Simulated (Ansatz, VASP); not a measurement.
**Li: VASP beside Ansatz**

```
Li
1.0
    -1.71661    1.71661    1.71661
     1.71661   -1.71661    1.71661
     1.71661    1.71661   -1.71661
Li
1
Cartesian
  0.0000 0.0000 0.0000
```

Alike in both runs: functional PBE; k mesh 17 × 17 × 17; occupations fermi-dirac, width 0.1 eV; no spin polarisation.

Ansatz relaxed the structure, and its values are those at the end. VASP's run is a single point on that final structure, the one shown.

|  | VASP | Ansatz |
| --- | --- | --- |
| version | VASP 6.6.1 | Ansatz 0.2.0 |
| potentials or method | VASP PAW PBE potentials, release 64 (Li_sv) | PAW with Ansatz's default frozen-core files, scalar-relativistic |
| plane-wave cutoff (eV) | 750 | 420 |
| valence electrons in the cell | 3 | 3 |

```csv
,VASP,Ansatz,Ansatz less VASP
pressure (GPa),-0.1,0.0,+0.12
```
